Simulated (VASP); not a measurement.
Crystal: Pt.

```
Pt
1.0
     0.00000    1.96090    1.96090
     1.96090    0.00000    1.96090
     1.96090    1.96090    0.00000
Pt
1
Direct
  0.00000 0.00000 0.00000
```

```yaml
Program: VASP 6.6.1
Task: relaxation of cell and atoms
Functional: PBEsol
Dispersion: D4
Potentials_or_basis: VASP PAW PBE potentials, release 64 (Pt)
Cutoff: 600 eV
k_mesh: 12 × 12 × 12
Occupations: fermi-dirac, width 0.05 eV
Spin: no spin polarisation
```

At the start: pressure -5.2 GPa; volume 15.08 Å³/atom.

Q: How do energy, volume and symmetry change on relaxing?

A: Over 4 steps the energy falls by 4.5 meV/atom and the volume is 14.81 Å³/atom (-1.8 %); space group Fm-3m (No. 225, to 0.05 Å).

Step by step:
| step | energy change (eV) | largest force (eV/Å) | pressure (GPa) | volume (Å³) |
| --- | --- | --- | --- | --- |
| 1 | 0.0000 | 0.0000 | -5.23 | 15.08 |
| 2 | 0.0390 | 0.0000 | 18.99 | 14.03 |
| 3 | -0.0045 | 0.0000 | -0.11 | 14.81 |
| 4 | -0.0045 | 0.0000 | 0.00 | 14.81 |

Final structure:
```
CELL_PARAMETERS angstrom
0.00000 1.94912 1.94912
1.94912 0.00000 1.94912
1.94912 1.94912 0.00000
ATOMIC_POSITIONS crystal
Pt 0.00000 0.00000 0.00000
```

Caveat: the PAW data sets were made with another functional, which shifts forces and pressure a little; pairwise dispersion overbinds metals, which lowers pressure and volume.
